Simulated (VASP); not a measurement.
# Ni (Fm-3m) in VASP: further runs, part 2 of 2

VASP 6.6.1. Earlier steps stand in the parts before.

### Step 4. Single point, PBE, collinear spin, ferromagnetic start

INCAR

```
SYSTEM = Ni
PREC = Accurate
ENCUT = 520
EDIFF = 1E-7
ISMEAR = -1
SIGMA = 0.05
LREAL = .False.
LASPH = .True.
NELM = 150
ALGO = Normal
ISIF = 2
LWAVE = .False.
LCHARG = .False.
ISPIN = 2
MAGMOM = 0.672
LORBIT = 11
LMAXMIX = 4
GGA = PE
NBANDS = 15
```

KPOINTS

```
regular mesh
0
Gamma
  16 16 16
  0 0 0
```

POSCAR

```
Ni
1.0
    0.0000000000      1.7596893266      1.7596893266
    1.7596893266      0.0000000000      1.7596893266
    1.7596893266      1.7596893266      0.0000000000
Ni
1
Direct
    0.0000000000      0.0000000000      0.0000000000
```

Potentials or basis: VASP PAW PBE potentials, release 64 (Ni).

Launch:

```
> cat potpaw_PBE.64/Ni/POTCAR > POTCAR
> mpirun -np 1 vasp_std > vasp.out
```

OUTCAR:

```text
SYSTEM = Ni
   PREC = Accurate
   ENCUT = 520
   EDIFF = 1E-7
   ISMEAR = -1
   LREAL = .False.
   LASPH = .True.
   NELM = 150
   ISIF = 2
   ISPIN = 2
   LORBIT = 11
   GGA = PE

 ion  position               nearest neighbor table
   1  0.000  0.000  0.000-

  LATTYP: Found a face centered cubic cell.
 ALAT       =     3.5193786532

  Lattice vectors:

 A1 = (   0.0000000000,   1.7596893266,   1.7596893266)
 A2 = (   1.7596893266,   0.0000000000,   1.7596893266)
 A3 = (   1.7596893266,   1.7596893266,   0.0000000000)

Analysis of symmetry for initial positions (statically):
=====================================================================
 Subroutine PRICEL returns:
 Original cell was already a primitive cell.

 Routine SETGRP: Setting up the symmetry group for a
 face centered cubic supercell.

 Subroutine GETGRP returns: Found 48 space group operations
 (whereof 48 operations were pure point group operations)
 out of a pool of 48 trial point group operations.

The static configuration has the point symmetry O_h .

Analysis of symmetry for dynamics (positions and initial velocities):
=====================================================================
 Subroutine PRICEL returns:
 Original cell was already a primitive cell.

 Routine SETGRP: Setting up the symmetry group for a
 face centered cubic supercell.

 Subroutine GETGRP returns: Found 48 space group operations
 (whereof 48 operations were pure point group operations)
 out of a pool of 48 trial point group operations.

The dynamic configuration has the point symmetry O_h .

Analysis of structural, dynamic, and magnetic symmetry:
=====================================================================
 Subroutine PRICEL returns:
 Original cell was already a primitive cell.

 Routine SETGRP: Setting up the symmetry group for a
 face centered cubic supercell.

 Subroutine GETGRP returns: Found 48 space group operations
 (whereof 48 operations were pure point group operations)
 out of a pool of 48 trial point group operations.

The overall configuration has the point symmetry O_h .

[... 151 lines left out ...]

 k-point     1 :       0.0000    0.0000    0.0000
  band No.  band energies     occupation
      1       0.3554      1.00000
      2       6.9426      1.00000
      3       6.9426      1.00000
      4       6.9426      1.00000
      5       8.1167      1.00000
      6       8.1167      1.00000
      7      33.0618      0.00000
      8      36.9123      0.00000
      9      36.9123      0.00000
     10      36.9123      0.00000
     11      39.8481      0.00000
     12      39.8481      0.00000
     13      39.8481      0.00000
     14      42.8101      0.00000
[... 403 lines left out ...]
      4       7.0439      1.00000
      5       8.0333      1.00000
      6       8.1313      1.00000
      7      31.6981      0.00000
      8      33.3352      0.00000
      9      35.6520      0.00000
     10      37.4895      0.00000
     11      40.0182      0.00000
     12      40.1211      0.00000
     13      43.0938      0.00000
     14      45.2160      0.00000
     15      45.6278      0.00000

 [... further k-points ...]

 spin component 2

 k-point     1 :       0.0000    0.0000    0.0000
  band No.  band energies     occupation
      1       0.3185      1.00000
      2       7.6649      1.00000
      3       7.6649      1.00000
      4       7.6649      1.00000
      5       8.6725      1.00000
      6       8.6725      1.00000
      7      32.9010      0.00000
      8      36.8905      0.00000
      9      36.8905      0.00000
     10      36.8905      0.00000
     11      39.9419      0.00000
     12      39.9419      0.00000
     13      39.9419      0.00000
     14      42.6893      0.00000
[... 403 lines left out ...]
      4       7.7660      1.00000
      5       8.5841      1.00000
      6       8.6897      1.00000
      7      31.6552      0.00000
      8      33.3532      0.00000
      9      35.6164      0.00000
     10      37.4679      0.00000
     11      40.1062      0.00000
     12      40.1065      0.00000
     13      43.0770      0.00000
     14      45.3641      0.00000
     15      45.6230      0.00000

 [... further k-points ...]
[... 5 lines left out ...]
  --------------------------------------------------------------------------------------
  -------------------------------------------------------------------------------------
  Total       -0.0236384     -0.0236384     -0.0236384      0.0000000      0.0000000     -0.0000000
  in kB       -3.4752831     -3.4752831     -3.4752831      0.0000000      0.0000000     -0.0000000
  external PRESSURE =      -3.4752831 kB  Pullay stress =       0.0000000 kB

 VOLUME and BASIS-vectors are now :
 -----------------------------------------------------------------------------
  energy-cutoff  :      520.00
  volume of cell :       10.90
      direct lattice vectors                 reciprocal lattice vectors
     0.000000000  1.759689327  1.759689327    -0.284141065  0.284141065  0.284141065
     1.759689327  0.000000000  1.759689327     0.284141065 -0.284141065  0.284141065
     1.759689327  1.759689327  0.000000000     0.284141065  0.284141065 -0.284141065

 POSITION                                       TOTAL-FORCE (eV/Angst)
 -----------------------------------------------------------------------------------
      0.00000      0.00000      0.00000        -0.000000     -0.000000     -0.000000
 -----------------------------------------------------------------------------------
    total drift:                                0.000000      0.000000      0.000000

  FREE ENERGIE OF THE ION-ELECTRON SYSTEM (eV)
  ---------------------------------------------------
  free  energy   TOTEN  =        -5.4776169492 eV

  energy  without entropy=       -5.4635108121  energy(sigma->0) =       -5.47056388

 total charge

# of ion       s       p       d       tot
------------------------------------------
    1        0.496   0.496   8.316   9.307

 magnetization (x)

# of ion       s       p       d       tot
------------------------------------------
    1       -0.007  -0.025   0.640   0.609
```

OSZICAR:

```text
N       E                     dE             d eps       ncg     rms          rms(c)
DAV:   1     0.338895876668E+02    0.33890E+02   -0.42334E+03  9181   0.859E+02
DAV:   2    -0.500771523007E+01   -0.38897E+02   -0.36121E+02  9820   0.164E+02
DAV:   3    -0.649329133842E+01   -0.14856E+01   -0.14732E+01 10702   0.315E+01
DAV:   4    -0.650245353097E+01   -0.91622E-02   -0.91608E-02 10432   0.236E+00
DAV:   5    -0.650256526214E+01   -0.11173E-03   -0.11173E-03 10936   0.234E-01    0.989E+00
DAV:   6    -0.582359873830E+01    0.67897E+00   -0.13689E+01 12592   0.403E+01    0.594E+00
DAV:   7    -0.549485752033E+01    0.32874E+00   -0.23852E+00 11603   0.152E+01    0.189E+00
DAV:   8    -0.548042191858E+01    0.14436E-01   -0.24647E-02 10905   0.106E+00    0.908E-01
DAV:   9    -0.547810681242E+01    0.23151E-02   -0.17370E-03 14308   0.257E-01    0.249E-01
DAV:  10    -0.547762013096E+01    0.48668E-03   -0.57932E-04 14253   0.134E-01    0.335E-02
DAV:  11    -0.547761640070E+01    0.37303E-05   -0.42644E-05 12551   0.469E-02    0.295E-02
DAV:  12    -0.547761710937E+01   -0.70867E-06   -0.93811E-07 11693   0.860E-03    0.950E-03
DAV:  13    -0.547761696489E+01    0.14449E-06   -0.26650E-07 11642   0.475E-03    0.362E-03
DAV:  14    -0.547761694916E+01    0.15726E-07   -0.26761E-08  8053   0.158E-03
   1 F= -.54776169E+01 E0= -.54705639E+01  d E =-.141061E-01  mag=     0.5969
```

stdout:

```text
POSCAR found type information on POSCAR Ni
 POSCAR found :  1 types and       1 ions
 scaLAPACK will be used
 LDA part: xc-table for (Slater+PW92), standard interpolation
 POSCAR, INCAR and KPOINTS ok, starting setup
 FFT: planning ... GRIDC
 FFT: planning ... GRID_SOFT
 FFT: planning ... GRID
 WAVECAR not read
 entering main loop
```

Wall time 90 s (1 thread of Intel Xeon 8259CL, shared host); peak memory 0.15 GiB.

Results:

```yaml
Free_energy: -5.4776 eV
Pressure: -0.3 GPa
Net_moment: 0.60 μB per cell
Site_moments: Ni +0.61 μB
Valence_electrons_inside_the_program's_atomic_spheres: Ni 9.31
```

### Step 5. Single point, HSE06, collinear spin, ferromagnetic start

POSCAR

```
Ni
1.0
    0.0000000000      1.7596893146      1.7596893146
    1.7596893146      0.0000000000      1.7596893146
    1.7596893146      1.7596893146      0.0000000000
Ni
1
Direct
    0.0000000000      0.0000000000      0.0000000000
```

INCAR.step1

```
SYSTEM = Ni
  ALGO = Normal
  EDIFF = 1E-5
  ENCUT = 520
  GGA = PE
  ISIF = 2
  ISMEAR = -1
  ISPIN = 2
  LASPH = .TRUE.
  LMAXMIX = 4
  LORBIT = 11
  LREAL = .FALSE.
  LWAVE = .TRUE.
  MAGMOM = 0.672
  NBANDS = 15
  NELM = 150
  PREC = Accurate
  SIGMA = 0.1
```

INCAR.step2

```
SYSTEM = Ni
  ALGO = Normal
  EDIFF = 1E-6
  ENCUT = 520
  GGA = PE
  HFSCREEN = 0.2079
  ISIF = 2
  ISMEAR = -1
  ISPIN = 2
  ISTART = 1
  LASPH = .TRUE.
  LCHARG = .TRUE.
  LELF = .TRUE.
  LHFCALC = .TRUE.
  LMAXMIX = 4
  LORBIT = 11
  LREAL = .FALSE.
  LVHAR = .TRUE.
  LWAVE = .FALSE.
  MAGMOM = 0.672
  NBANDS = 15
  NELM = 150
  PREC = Accurate
  PRECFOCK = Normal
  SIGMA = 0.1
```

KPOINTS

```
k-points
0
G
  8 8 8
  0 0 0
```

Launch:

```
> cat potpaw_PBE.64/Ni/POTCAR > POTCAR
> cp INCAR.step1 INCAR
> mpirun -np 1 vasp_std > vasp.out
> cp INCAR.step2 INCAR
> mpirun -np 1 vasp_std > vasp.out
```

Wall time 1.5 h (1 thread of Oxide Virtual Turin-like, shared host); peak memory 0.21 GiB.

The run converged. Its results:

- Free energy: -6.3401 eV
- Pressure: -2.7 GPa
- Net moment: 0.73 μB per cell
- Site moments: Ni +0.77 μB
- Valence electrons inside the program's atomic spheres: Ni 9.35

Levels at points of the mesh, in eV from the Fermi level:
Spin up:
```tsv
k point	band 2	band 3	band 4	band 5	band 6	band 7	band 8	band 9
(0.00, 0.00, 0.00)	-4.61	-4.61	-4.61	-3.22	-3.22	24.98	29.00	29.00
(0.50, 0.00, 0.00)	-4.49	-4.49	-2.52	-2.52	-0.23	6.07	23.34	26.16
(0.50, 0.50, 0.00)	-6.37	-2.49	-2.49	-2.44	2.91	9.96	15.98	15.98
```
Spin down:
| k point | band 1 | band 2 | band 3 | band 4 | band 5 | band 6 | band 7 | band 8 | band 9 | band 10 |
| --- | --- | --- | --- | --- | --- | --- | --- | --- | --- | --- |
| (0.00, 0.00, 0.00) | -10.53 | -2.37 | -2.37 | -2.13 | -2.13 | -2.13 | 24.31 | 28.75 | 28.75 | 28.75 |
| (0.50, 0.00, 0.00) | -5.39 | -3.24 | -3.24 | -0.83 | 0.14 | 0.14 | 7.18 | 22.85 | 26.05 | 26.05 |
| (0.50, 0.50, 0.00) | -6.13 | -4.43 | -1.51 | 1.03 | 1.03 | 2.23 | 10.13 | 15.71 | 15.71 | 21.35 |

Caveat: the k points lie up to 0.39 Å⁻¹ apart; the PAW data sets were made with another functional, which shifts forces and pressure a little.

### Step 6. Summary

| level | k mesh | smearing | grid for exact exchange (PRECFOCK) | share of exact exchange | screening parameter | gap on the mesh (eV) | pressure (GPa) | moment (μB) |
| --- | --- | --- | --- | --- | --- | --- | --- | --- |
| PBE | 15 × 15 × 15 | methfessel-paxton 0.01 eV | - | - | - | none | -0.2 | 0.64 |
| PBE | 15 × 15 × 15 | methfessel-paxton 0.2 eV | - | - | - | none | -0.2 | 0.65 |
| PBE | 16 × 16 × 16 | fermi-dirac 0.05 eV | - | - | - | none | -0.3 | 0.60 |
| HSE06 | 8 × 8 × 8 | fermi-dirac 0.1 eV | Normal | 0.25 | 0.2079 1/Å | none | -2.7 | 0.73 |

Alike in all rows: task single point; potentials or basis VASP PAW PBE potentials, release 64 (Ni); spin collinear, ferromagnetic start; cell as given; cutoff (eV) 520.

Caveats: some runs use coarse meshes; the PAW data sets were made with another functional, which shifts forces and pressure a little (at least some runs).

Absolute energies hang on the potentials; compare differences alone.
